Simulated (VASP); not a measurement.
# Si3N4 (P6_3/m) in VASP: further runs

Si3N4 is run at these levels: r2SCAN; tasks: single point.

All numbers are computed with VASP 6.6.1; they aren't measurements. Logs are shortened: lines on timing, memory, paths and dates and some standing lists are left out, and cuts for length are marked.

## 1. The cell of the first run

The structure is hexagonal, space group P6_3/m (No. 176). Conventional cell: a = 7.758 Å, b = 7.758 Å, c = 2.964 Å, α = 90.00°, β = 90.00°, γ = 120.00°. Within 2.3 Å of Si (site symmetry m) lie 4 N at 1.76 to 1.77 Å. Within 2.3 Å of N (site symmetry -6) lie 3 Si at 1.76 Å. Within 2.3 Å of N (site symmetry m) lie 3 Si at 1.77 Å.

## 2. Single point, r2SCAN (strain +2.0%)

File POSCAR:

```
Si3N4
1.0
    7.7577773369      0.0000000000      0.0000000000
   -3.8788886685      6.7184322507      0.0000000000
    0.0000000000      0.0000000000      2.9637593957
Si N
6 8
Direct
    0.2277131585      0.8218710848      0.7500000000
    0.4058420736      0.2277131585      0.2500000000
    0.8218710848      0.5941579264      0.2500000000
    0.1781289152      0.4058420736      0.7500000000
    0.5941579264      0.7722868415      0.7500000000
    0.7722868415      0.1781289152      0.2500000000
    0.3333333333      0.6666666667      0.7500000000
    0.6666666667      0.3333333333      0.2500000000
    0.9659313098      0.6690976060      0.7500000000
    0.2968337037      0.9659313098      0.2500000000
    0.6690976060      0.7031662963      0.2500000000
    0.3309023940      0.2968337037      0.7500000000
    0.0340686902      0.3309023940      0.2500000000
    0.7031662963      0.0340686902      0.7500000000
```

File INCAR.step1:

```
SYSTEM = Si3N4
PREC = Accurate ; ENCUT = 520
ISMEAR = 0 ; SIGMA = 0.01
LREAL = .FALSE. ; LASPH = .TRUE.
NELM = 60 ; NBANDS = 45
GGA = PE ; ALGO = Normal
EDIFF = 1E-4 ; LWAVE = .TRUE.
LCHARG = .FALSE.
```

File INCAR.step2:

```
SYSTEM = Si3N4
PREC = Accurate ; ENCUT = 520
EDIFF = 1E-6 ; ISMEAR = 0
SIGMA = 0.01 ; LREAL = .FALSE.
LASPH = .TRUE. ; NELM = 60
ALGO = Normal ; ISIF = 2
LWAVE = .FALSE. ; LCHARG = .FALSE.
METAGGA = R2SCAN ; LMIXTAU = .TRUE.
NBANDS = 45 ; ISTART = 1
```

File KPOINTS:

```
regular mesh
0
G
  6 6 8
  0 0 0
```

Potentials or basis: VASP PAW PBE potentials, release 64 (Si, N).

On the command line:

```console
cat potpaw_PBE.64/Si/POTCAR potpaw_PBE.64/N/POTCAR > POTCAR
cp INCAR.step1 INCAR
mpirun -np 1 vasp_std > vasp.out
cp INCAR.step2 INCAR
mpirun -np 1 vasp_std > vasp.out
```

OUTCAR:

```text
SYSTEM = Si3N4
   PREC = Accurate
   ENCUT = 520
   EDIFF = 1E-6
   ISMEAR = 0
   LREAL = .FALSE.
   LASPH = .TRUE.
   NELM = 60
   ISIF = 2
   METAGGA = R2SCAN
   ISTART = 1

 ion  position               nearest neighbor table
   1  0.228  0.822  0.750-   7 1.76   9 1.77  10 1.77  10 1.77   5 3.05   4 3.05   3 3.11   3 3.11
                             2 3.11   2 3.11
   2  0.406  0.228  0.250-   8 1.76  10 1.77  12 1.77  12 1.77   3 3.05   6 3.05   4 3.11   4 3.11
                             1 3.11   1 3.11
   3  0.822  0.594  0.250-   8 1.76  11 1.77   9 1.77   9 1.77   2 3.05   6 3.05   5 3.11   5 3.11
                             1 3.11   1 3.11
   4  0.178  0.406  0.750-   7 1.76  12 1.77  13 1.77  13 1.77   5 3.05   1 3.05   2 3.11   2 3.11
                             6 3.11   6 3.11
   5  0.594  0.772  0.750-   7 1.76  14 1.77  11 1.77  11 1.77   4 3.05   1 3.05   3 3.11   3 3.11
                             6 3.11   6 3.11
   6  0.772  0.178  0.250-   8 1.76  13 1.77  14 1.77  14 1.77   2 3.05   3 3.05   4 3.11   4 3.11
                             5 3.11   5 3.11
   7  0.333  0.667  0.750-   1 1.76   4 1.76   5 1.76
   8  0.667  0.333  0.250-   6 1.76   3 1.76   2 1.76
   9  0.966  0.669  0.750-   1 1.77   3 1.77   3 1.77
  10  0.297  0.966  0.250-   2 1.77   1 1.77   1 1.77
  11  0.669  0.703  0.250-   3 1.77   5 1.77   5 1.77
  12  0.331  0.297  0.750-   4 1.77   2 1.77   2 1.77
  13  0.034  0.331  0.250-   6 1.77   4 1.77   4 1.77
  14  0.703  0.034  0.750-   5 1.77   6 1.77   6 1.77

  LATTYP: Found a hexagonal cell.
 ALAT       =     7.7577773369
 C/A-ratio  =     0.3820371824

  Lattice vectors:

 A1 = (   7.7577773369,   0.0000000000,   0.0000000000)
 A2 = (  -3.8788886685,   6.7184322507,   0.0000000000)
 A3 = (   0.0000000000,   0.0000000000,   2.9637593957)

Analysis of symmetry for initial positions (statically):
=====================================================================
 Subroutine PRICEL returns:
 Original cell was already a primitive cell.

 Routine SETGRP: Setting up the symmetry group for a
 hexagonal supercell.

 Subroutine GETGRP returns: Found 12 space group operations
 (whereof  6 operations were pure point group operations)
 out of a pool of 24 trial point group operations.

The static configuration has the point symmetry S_6 .
 The point group associated with its full space group is C_6h.

Analysis of symmetry for dynamics (positions and initial velocities):
=====================================================================
 Subroutine PRICEL returns:
 Original cell was already a primitive cell.
[... 150 lines left out ...]
   IALGO  =     38    algorithm
   IMIX   =      4    mixing-type and parameters
     AMIX     =   0.40;   BMIX     =  1.00
     AMIX_MAG =   1.60;   BMIX_MAG =  1.00
  volume/ion in A,a.u.               =      11.03        74.46
  Fermi-wavevector in a.u.,A,eV,Ry     =   1.220447  2.306310 20.265738  1.489490
  Thomas-Fermi vector in A             =   2.355664
   LORBIT       =      0    0 simple, 1 ext, 2 COOP (PROOUT), +10 PAW based schemes
   METAGGA = R2SCAN    functional components
   LHFCALC =     F    Hartree Fock is set to
   AEXX    =    0.0000 exact exchange contribution
   IVDW    =     0    specifies the selected vdW correction
   LEPSILON=     F    determine dielectric tensor
   LRPA    =     F    only Hartree local field effects (RPA)
 non-spin polarized calculation
 Gauss-broadening in eV      SIGMA  =   0.01
  energy-cutoff  :      520.00
  volume of cell :      154.47
 maximum number of plane-waves:      4200
 NGX is ok and might be reduce to    60
   NGX = 29   NGY = 29   NGZ = 11

 number of electron      64.0000000 magnetization

 Free energy of the ion-electron system (eV)
  ---------------------------------------------------
  ext. energy  EPLUGINS =         0.00000000
  ---------------------------------------------------
  free energy    TOTEN  =      -143.77560645 eV

  energy without entropy =     -143.77560645  energy(sigma->0) =     -143.77560645

 E-fermi :   5.9496     XC(G=0): -11.0999

 val. band max:        5.9011351112   @ k =   0.0000   0.0000   0.1250
 cond. band min:      10.6507672469   @ k =   0.0000   0.0000   0.0000
 fundamental gap:      4.7496321357
 Fermi energy:         5.9495663456

 k-point     1 :       0.0000    0.0000    0.0000
  band No.  band energies     occupation
      1     -12.7584      2.00000
      2     -11.4007      2.00000
      3     -11.4007      2.00000
      4     -10.7781      2.00000
      5     -10.6178      2.00000
      6     -10.6178      2.00000
[... 1117 lines left out ...]
     43      14.6110      0.00000
     44      14.6110      0.00000

 [... further k-points ...]

 [bands above 44 left out]

------------------------ aborting loop because EDIFF is reached ----------------------------------------

  FORCE on cell =-STRESS in cart. coord.  units (eV):
  Direction    XX          YY          ZZ          XY          YZ          ZX
  --------------------------------------------------------------------------------------
  -------------------------------------------------------------------------------------
  Total      -12.9170969    -12.9170969    -13.7184775      0.0000008      0.0000000      0.0000000
  in kB     -133.9760910   -133.9760910   -142.2880089      0.0000080      0.0000000      0.0000000
  external PRESSURE =    -136.7467303 kB  Pullay stress =       0.0000000 kB

 VOLUME and BASIS-vectors are now :
 -----------------------------------------------------------------------------
  energy-cutoff  :      520.00
  volume of cell :      154.47
      direct lattice vectors                 reciprocal lattice vectors
     7.757777337  0.000000000  0.000000000     0.128902900  0.074422124  0.000000000
    -3.878888669  6.718432251  0.000000000     0.000000000  0.148844249  0.000000000
     0.000000000  0.000000000  2.963759396     0.000000000  0.000000000  0.337409306

 POSITION                                       TOTAL-FORCE (eV/Angst)
 -----------------------------------------------------------------------------------
     -1.42140      5.52169      2.22282         0.000927     -0.001470      0.000000
      2.26516      1.52988      0.74094         0.001736      0.000068     -0.000000
      4.07122      3.99181      0.74094        -0.000809     -0.001537     -0.000000
     -0.19233      2.72662      2.22282         0.000809      0.001537      0.000000
      1.61373      5.18856      2.22282        -0.001736     -0.000068      0.000000
      5.30029      1.19675      0.74094        -0.000927      0.001470      0.000000
     -0.00000      4.47895      2.22282         0.000000      0.000000     -0.000000
      3.87889      2.23948      0.74094         0.000000      0.000000      0.000000
      4.89812      4.49529      2.22282         0.000666      0.001667     -0.000000
     -1.44397      6.48954      0.74094        -0.001111      0.001410     -0.000000
      2.46321      4.72418      0.74094         0.001777      0.000257      0.000000
      1.41568      1.99426      2.22282        -0.001777     -0.000257     -0.000000
     -1.01924      2.22315      0.74094        -0.000666     -0.001667      0.000000
      5.32286      0.22889      2.22282         0.001111     -0.001410      0.000000
 -----------------------------------------------------------------------------------
    total drift:                               -0.000001      0.000000      0.000000

  FREE ENERGIE OF THE ION-ELECTRON SYSTEM (eV)
  ---------------------------------------------------
  free  energy   TOTEN  =      -143.7756064531 eV

  energy  without entropy=     -143.7756064531  energy(sigma->0) =     -143.77560645
```

Run time: 13 min. Hardware: 1 thread of AMD EPYC 9R45 (Zen 5), shared host; peak memory 0.39 GiB.

Results:

| Item | Value |
| --- | --- |
| Free energy | -143.7756 eV |
| Pressure | -13.7 GPa |
| Band gap on the k mesh | 4.75 eV (least direct gap 4.94 eV) |

Caveat: the cell differs from its parent crystal (strain +2.0%); the cell stands under tension; the PAW data sets were made with another functional, which shifts forces and pressure a little.

## 3. Single point, r2SCAN (strain +3.0%)

File POSCAR:

```
Si3N4
1.0
    7.8338339775      0.0000000000      0.0000000000
   -3.9169169887      6.7842992335      0.0000000000
    0.0000000000      0.0000000000      2.9928158604
Si N
6 8
Direct
    0.2264732742      0.8207171816      0.7500000000
    0.4057560927      0.2264732742      0.2500000000
    0.8207171816      0.5942439073      0.2500000000
    0.1792828184      0.4057560927      0.7500000000
    0.5942439073      0.7735267258      0.7500000000
    0.7735267258      0.1792828184      0.2500000000
    0.3333333333      0.6666666667      0.7500000000
    0.6666666667      0.3333333333      0.2500000000
    0.9647105422      0.6688668893      0.7500000000
    0.2958436529      0.9647105422      0.2500000000
    0.6688668893      0.7041563471      0.2500000000
    0.3311331107      0.2958436529      0.7500000000
    0.0352894578      0.3311331107      0.2500000000
    0.7041563471      0.0352894578      0.7500000000
```

File INCAR.step1:

```
  PREC = Accurate
  ENCUT = 520
  ISMEAR = 0
  SIGMA = 0.01
  LREAL = False
  LASPH = True
  NELM = 80
  NBANDS = 45
  GGA = PE
  ALGO = Normal
  EDIFF = 1E-4
  LWAVE = True
  LCHARG = False
```

File INCAR.step2:

```
  PREC = Accurate
  ENCUT = 520
  EDIFF = 1E-7
  ISMEAR = 0
  SIGMA = 0.01
  LREAL = False
  LASPH = True
  NELM = 80
  ALGO = Normal
  ISIF = 2
  LWAVE = False
  LCHARG = False
  METAGGA = R2SCAN
  LMIXTAU = True
  NBANDS = 45
  ISTART = 1
```

File KPOINTS:

```
Automatic mesh
0
Gamma
  6 6 8
```

Potentials or basis: VASP PAW PBE potentials, release 64 (Si, N).

On the command line:

```console
cat potpaw_PBE.64/Si/POTCAR potpaw_PBE.64/N/POTCAR > POTCAR
cp INCAR.step1 INCAR
mpirun -np 1 vasp_std > vasp.out
cp INCAR.step2 INCAR
mpirun -np 1 vasp_std > vasp.out
```

It took 15 min on 1 thread of AMD EPYC 9R45 (Zen 5), shared host; peak memory 0.4 GiB.

It converged, with:

| Property | Result |
| --- | --- |
| Free energy | -143.3086 eV |
| Pressure | -19.2 GPa |
| Band gap on the k mesh | 4.51 eV (least direct gap 4.69 eV) |

Forces in eV/Å, atoms in the order of the input:
```
Si   0.001 -0.002  0.000
Si   0.002  0.000  0.000
Si  -0.001 -0.002  0.000
Si   0.001  0.002  0.000
Si  -0.002  0.000  0.000
Si  -0.001  0.002  0.000
N    0.000  0.000  0.000
N    0.000  0.000  0.000
N    0.001  0.001  0.000
N   -0.001  0.002  0.000
N    0.002  0.000  0.000
N   -0.002  0.000  0.000
N   -0.001 -0.001  0.000
N    0.001 -0.002  0.000
```

Stress tensor (GPa, compression positive):
```
-18.83   0.00   0.00
  0.00 -18.83   0.00
  0.00   0.00 -19.97
```

Levels at points of the mesh, in eV from the valence-band top:
```
           k point  band 29  band 30  band 31  band 32  band 33  band 34  band 35  band 36
(0.00, 0.00, 0.00)    -1.18    -0.41    -0.40    -0.18     4.51     4.62     5.02     5.02
(0.50, 0.00, 0.00)    -1.22    -0.75    -0.29    -0.23     4.74     4.90     5.11     5.35
(0.00, 0.00, 0.50)    -1.52    -1.52    -1.16    -1.16     5.03     5.03     5.03     5.03
(0.50, 0.00, 0.50)    -1.41    -1.41    -0.93    -0.93     4.99     4.99     6.07     6.07
```

Caveat: the cell differs from its parent crystal (strain +3.0%); the cell stands under tension; the PAW data sets were made with another functional, which shifts forces and pressure a little.
